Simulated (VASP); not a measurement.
# CaSe (Fm-3m) in VASP: notebook, part 2 of 2

VASP 6.6.1.

## Step 5: Single point, PBEsol

This run uses another cell than the first one, of 26.09 Å³/atom, 1.033 times its volume.

INCAR reads:

```
SYSTEM = CaSe
PREC = Accurate ; ENCUT = 520
EDIFF = 1E-6 ; ISMEAR = 0
SIGMA = 0.05 ; LREAL = .False.
LASPH = .True. ; NELM = 80
ALGO = Normal ; ISIF = 2
LWAVE = .False. ; LCHARG = .True.
GGA = PS ; LELF = .True.
LVHAR = .True. ; NBANDS = 15
```

KPOINTS reads:

```
regular mesh
0
Gamma
  10 10 10
  0 0 0
```

POSCAR reads:

```
CaSe
1.0
    0.0000000000      2.9658188856      2.9658188856
    2.9658188856      0.0000000000      2.9658188856
    2.9658188856      2.9658188856      0.0000000000
Ca Se
1 1
Direct
    0.5000000000      0.5000000000      0.5000000000
    0.0000000000      0.0000000000      0.0000000000
```

Potentials or basis: VASP PAW PBE potentials, release 64 (Ca_sv, Se).

Command:

```sh
> cat potpaw_PBE.64/Ca_sv/POTCAR potpaw_PBE.64/Se/POTCAR > POTCAR
> mpirun -np 1 vasp_std > vasp.out
```

OUTCAR:

```text
SYSTEM = CaSe
   PREC = Accurate
   ENCUT = 520
   EDIFF = 1E-6
   ISMEAR = 0
   LREAL = .False.
   LASPH = .True.
   NELM = 80
   ISIF = 2
   GGA = PS

 ion  position               nearest neighbor table
   1  0.500  0.500  0.500-   2 2.97   2 2.97   2 2.97   2 2.97   2 2.97   2 2.97
   2  0.000  0.000  0.000-   1 2.97   1 2.97   1 2.97   1 2.97   1 2.97   1 2.97

  LATTYP: Found a face centered cubic cell.
 ALAT       =     5.9316377712

  Lattice vectors:

 A1 = (   0.0000000000,   2.9658188856,   2.9658188856)
 A2 = (   2.9658188856,   0.0000000000,   2.9658188856)
 A3 = (   2.9658188856,   2.9658188856,   0.0000000000)

Analysis of symmetry for initial positions (statically):
=====================================================================
 Subroutine PRICEL returns:
 Original cell was already a primitive cell.

 Routine SETGRP: Setting up the symmetry group for a
 face centered cubic supercell.

 Subroutine GETGRP returns: Found 48 space group operations
 (whereof 48 operations were pure point group operations)
 out of a pool of 48 trial point group operations.

The static configuration has the point symmetry O_h .

Analysis of symmetry for dynamics (positions and initial velocities):
=====================================================================
 Subroutine PRICEL returns:
 Original cell was already a primitive cell.

 Routine SETGRP: Setting up the symmetry group for a
 face centered cubic supercell.

 Subroutine GETGRP returns: Found 48 space group operations
 (whereof 48 operations were pure point group operations)
 out of a pool of 48 trial point group operations.

The dynamic configuration has the point symmetry O_h .

 Subroutine INISYM returns: Found 48 space group operations
 (whereof 48 operations are pure point group operations),
 and found     1 'primitive' translations

----------------------------------------------------------------------------------------

[... 116 lines left out ...]
   LORBIT       =      0    0 simple, 1 ext, 2 COOP (PROOUT), +10 PAW based schemes
   GGA     = PS    functional components
   LHFCALC =     F    Hartree Fock is set to
   AEXX    =    0.0000 exact exchange contribution
   IVDW    =     0    specifies the selected vdW correction
   LEPSILON=     F    determine dielectric tensor
   LRPA    =     F    only Hartree local field effects (RPA)
 non-spin polarized calculation
 Gauss-broadening in eV      SIGMA  =   0.05
  energy-cutoff  :      520.00
  volume of cell :       52.18
 maximum number of plane-waves:      1422
   NGX = 15   NGY = 15   NGZ = 15

 number of electron      15.9999997 magnetization

 Free energy of the ion-electron system (eV)
  ---------------------------------------------------
  ext. energy  EPLUGINS =         0.00000000
  ---------------------------------------------------
  free energy    TOTEN  =       -10.06814652 eV

  energy without entropy =      -10.06814652  energy(sigma->0) =      -10.06814652

 E-fermi :   2.5569     XC(G=0):  -9.2917

 val. band max:        2.2851466675   @ k =   0.0000   0.0000   0.0000
 cond. band min:       4.2330430288   @ k =   0.5000   0.5000   0.0000
 fundamental gap:      1.9478963613
 Fermi energy:         2.5568693445

 k-point     1 :       0.0000    0.0000    0.0000
  band No.  band energies     occupation
      1     -37.2794      2.00000
      2     -18.3523      2.00000
      3     -18.3523      2.00000
      4     -18.3523      2.00000
      5      -9.5109      2.00000
      6       2.2851      2.00000
      7       2.2851      2.00000
      8       2.2851      2.00000
      9       5.4239      0.00000
     10       5.9380      0.00000
     11       5.9380      0.00000
     12       5.9380      0.00000
     13       6.5309      0.00000
     14       6.5309      0.00000
[... 401 lines left out ...]
      2     -18.4249      2.00000
      3     -18.3801      2.00000
      4     -18.3772      2.00000
      5      -8.9811      2.00000
      6      -0.2328      2.00000
      7       1.2388      2.00000
      8       1.4101      2.00000
      9       4.7571      0.00000
     10       7.2825      0.00000
     11       7.3432      0.00000
     12       8.1233      0.00000
     13       8.1324      0.00000
     14       9.0788      0.00000
     15      11.2872      0.00000

 [... further k-points ...]
[... 5 lines left out ...]
  --------------------------------------------------------------------------------------
  -------------------------------------------------------------------------------------
  Total       -0.4498482     -0.4498482     -0.4498482     -0.0000000      0.0000000     -0.0000000
  in kB      -13.8137849    -13.8137849    -13.8137849     -0.0000000      0.0000000     -0.0000000
  external PRESSURE =     -13.8137849 kB  Pullay stress =       0.0000000 kB

 VOLUME and BASIS-vectors are now :
 -----------------------------------------------------------------------------
  energy-cutoff  :      520.00
  volume of cell :       52.18
      direct lattice vectors                 reciprocal lattice vectors
     0.000000000  2.965818886  2.965818886    -0.168587503  0.168587503  0.168587503
     2.965818886  0.000000000  2.965818886     0.168587503 -0.168587503  0.168587503
     2.965818886  2.965818886  0.000000000     0.168587503  0.168587503 -0.168587503

 POSITION                                       TOTAL-FORCE (eV/Angst)
 -----------------------------------------------------------------------------------
      2.96582      2.96582      2.96582         0.000000      0.000000      0.000000
      0.00000      0.00000      0.00000        -0.000000     -0.000000     -0.000000
 -----------------------------------------------------------------------------------
    total drift:                                0.000000     -0.000000      0.000000

  FREE ENERGIE OF THE ION-ELECTRON SYSTEM (eV)
  ---------------------------------------------------
  free  energy   TOTEN  =       -10.0681465162 eV

  energy  without entropy=      -10.0681465162  energy(sigma->0) =      -10.06814652
```

OSZICAR:

```text
N       E                     dE             d eps       ncg     rms          rms(c)
DAV:   1     0.101648368194E+03    0.10165E+03   -0.76337E+03  1410   0.971E+02
DAV:   2    -0.445130236136E+01   -0.10610E+03   -0.10066E+03  1732   0.253E+02
DAV:   3    -0.101461331515E+02   -0.56948E+01   -0.56482E+01  2646   0.475E+01
DAV:   4    -0.102185893694E+02   -0.72456E-01   -0.72419E-01  1574   0.463E+00
DAV:   5    -0.102193633339E+02   -0.77396E-03   -0.77394E-03  1997   0.454E-01    0.427E+00
DAV:   6    -0.100819856077E+02    0.13738E+00   -0.16751E-01  1648   0.228E+00    0.250E+00
DAV:   7    -0.100671911497E+02    0.14794E-01   -0.82792E-02  1868   0.190E+00    0.747E-01
DAV:   8    -0.100680489006E+02   -0.85775E-03   -0.98562E-03  1523   0.766E-01    0.101E-01
DAV:   9    -0.100680962996E+02   -0.47399E-04   -0.52786E-04  1909   0.225E-01    0.444E-02
DAV:  10    -0.100681422412E+02   -0.45942E-04   -0.10908E-04  1571   0.675E-02    0.121E-02
DAV:  11    -0.100681472260E+02   -0.49847E-05   -0.17918E-05  1872   0.394E-02    0.853E-03
DAV:  12    -0.100681465162E+02    0.70977E-06   -0.12297E-06  1299   0.770E-03
   1 F= -.10068147E+02 E0= -.10068147E+02  d E =-.126289E-16
```

It took 25 s on 1 thread of Intel Xeon Platinum 8259CL at 2.50GHz (Skylake/Cascade Lake), shared host; peak memory 0.19 GiB.

Results:

```
Free energy            : -10.0681 eV
Pressure               : -1.4 GPa
Band gap on the k mesh : 1.95 eV, indirect (least direct gap 2.89 eV)
```

Caveat: the PAW data sets were made with another functional, which shifts forces and pressure a little.

## Step 6: The runs side by side

```csv
cell,gap on the mesh (eV),pressure (GPa)
"a = 4.150 Å, angles 60.0°, 2 atoms",1.87,0.2
"a = 4.177 Å, angles 60.0°, 2 atoms",1.92,-0.8
"a = 4.194 Å, angles 60.0°, 2 atoms",1.95,-1.4
```

Alike in all rows: task single point; level PBEsol; potentials or basis VASP PAW PBE potentials, release 64 (Ca_sv, Se); no spin polarisation; k mesh 10 × 10 × 10; cutoff (eV) 520; smearing gaussian 0.05 eV.

Caveats: the PAW data sets were made with another functional, which shifts forces and pressure a little.

Absolute energies hang on the potentials; compare differences alone.
